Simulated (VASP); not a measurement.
A run of VASP 6.6.1 is set up as follows.

Contents of POSCAR:

```
AlN
1.0
    3.1066653383      0.0000000000      0.0000000000
   -1.5533326691      2.6904511040      0.0000000000
    0.0000000000      0.0000000000      9.9568096770
Al N
4 4
Direct
    0.3333333333      0.6666666667      0.0008464512
    0.3333333333      0.6666666667      0.5008464512
    0.6666666667      0.3333333333      0.2508464512
    0.6666666667      0.3333333333      0.7508464512
    0.3333333333      0.6666666667      0.1916535488
    0.3333333333      0.6666666667      0.6916535488
    0.6666666667      0.3333333333      0.4416535488
    0.6666666667      0.3333333333      0.9416535488
```

Contents of INCAR.step1:

```
SYSTEM = AlN
PREC     = Accurate       ! precision mode
ENCUT    = 520            ! plane-wave cutoff, eV
ISMEAR   = 0              ! smearing method
SIGMA    = 0.05           ! smearing width, eV
LREAL    = .FALSE.        ! projectors in reciprocal space
LASPH    = .TRUE.         ! aspherical terms in the spheres
NELM     = 100            ! most SCF steps
NBANDS   = 26             ! bands
GGA      = PE             ! functional
ALGO     = Normal         ! electronic algorithm
EDIFF    = 1E-4           ! SCF threshold, eV
LWAVE    = .TRUE.         ! write WAVECAR
LCHARG   = .FALSE.        ! write CHGCAR
```

Contents of INCAR.step2:

```
SYSTEM = AlN
PREC     = Accurate       ! precision mode
ENCUT    = 520            ! plane-wave cutoff, eV
EDIFF    = 1E-6           ! SCF threshold, eV
ISMEAR   = 0              ! smearing method
SIGMA    = 0.05           ! smearing width, eV
LREAL    = .FALSE.        ! projectors in reciprocal space
LASPH    = .TRUE.         ! aspherical terms in the spheres
NELM     = 100            ! most SCF steps
ALGO     = Normal         ! electronic algorithm
ISIF     = 2              ! what is computed and relaxed
LWAVE    = .FALSE.        ! write WAVECAR
LCHARG   = .FALSE.        ! write CHGCAR
METAGGA  = R2SCAN         ! meta-GGA
LMIXTAU  = .TRUE.       
NBANDS   = 26             ! bands
ISTART   = 1
```

The input KPOINTS:

```
regular mesh
0
G
  12 12 2
  0 0 0
```

Potentials or basis: VASP PAW PBE potentials, release 64 (Al, N).

The run is started by

```bash
$ cat potpaw_PBE.64/Al/POTCAR potpaw_PBE.64/N/POTCAR > POTCAR
$ cp INCAR.step1 INCAR
$ mpirun -np 1 vasp_std > vasp.out
$ cp INCAR.step2 INCAR
$ mpirun -np 1 vasp_std > vasp.out
```

(1) Predict the pressure.

(2) Predict the band gap on the k mesh.

Results:

(1) -0.4 GPa.

(2) 4.92 eV.

Caveat: the PAW data sets were made with another functional, which shifts forces and pressure a little.
